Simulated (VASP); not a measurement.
**CoO: single point with PBE**

CoO:

```
Co O
1.0
     0.00000    2.13858    2.13858
     2.13858    0.00000    2.13858
     2.13858    2.13858    0.00000
Co O
1 1
Direct
  0.00000 0.00000 0.00000
  0.50000 0.50000 0.50000
```

This cell differs from its parent crystal: volume scaled by 1.01.

```
Program                : VASP 6.6.1
Task                   : single point
Functional             : PBE
Potentials or basis    : VASP PAW PBE potentials, release 64 (Co, O)
Cutoff                 : 520 eV
k mesh                 : 16 × 16 × 16
Occupations            : fermi-dirac, width 0.05 eV
Spin                   : collinear spin, ferromagnetic start
Starting moments       : [2.0, 0.0] μB
Dipole correction      : no
Further INCAR settings : ALGO = Normal; EDIFF = 1e-06; NBANDS = 18
```

The pressure is -3.9 GPa and the net moment is 2.93 μB per cell. The site moments are Co +2.58; O +0.30 μB. The valence electrons inside the program's atomic spheres are Co 7.77; O 4.97.

Levels at points of the mesh, in eV from the Fermi level:
Spin up:
| k point | band 7 | band 8 | band 9 | band 10 | band 11 | band 12 |
| --- | --- | --- | --- | --- | --- | --- |
| (0.00, 0.00, 0.00) | -3.05 | -3.05 | -3.05 | 0.95 | 16.83 | 18.05 |
| (0.50, 0.00, 0.00) | -1.81 | 0.08 | 0.08 | 5.06 | 9.24 | 13.37 |
| (0.50, 0.50, 0.00) | -2.44 | -2.08 | -2.08 | 5.80 | 9.76 | 11.64 |
Spin down:
| k point | band 3 | band 4 | band 5 | band 6 | band 7 | band 8 | band 9 | band 10 |
| --- | --- | --- | --- | --- | --- | --- | --- | --- |
| (0.00, 0.00, 0.00) | -2.48 | -2.48 | -1.07 | -1.07 | -1.07 | 0.09 | 0.09 | 1.49 |
| (0.50, 0.00, 0.00) | -4.52 | -4.52 | -0.12 | -0.12 | 0.18 | 2.68 | 2.68 | 5.34 |
| (0.50, 0.50, 0.00) | -3.72 | -3.72 | -2.16 | 0.13 | 0.13 | 0.55 | 0.98 | 6.65 |

Wall time 69 s on 1 thread of Intel Xeon 6975P-C, on a shared host, peak memory 0.21 GiB.

Caveat: a cell with one magnetic atom can't hold antiferromagnetic order, which such compounds often take; semilocal functionals often make such compounds metallic where correlation or magnetic order opens a gap, which also shifts bond lengths.
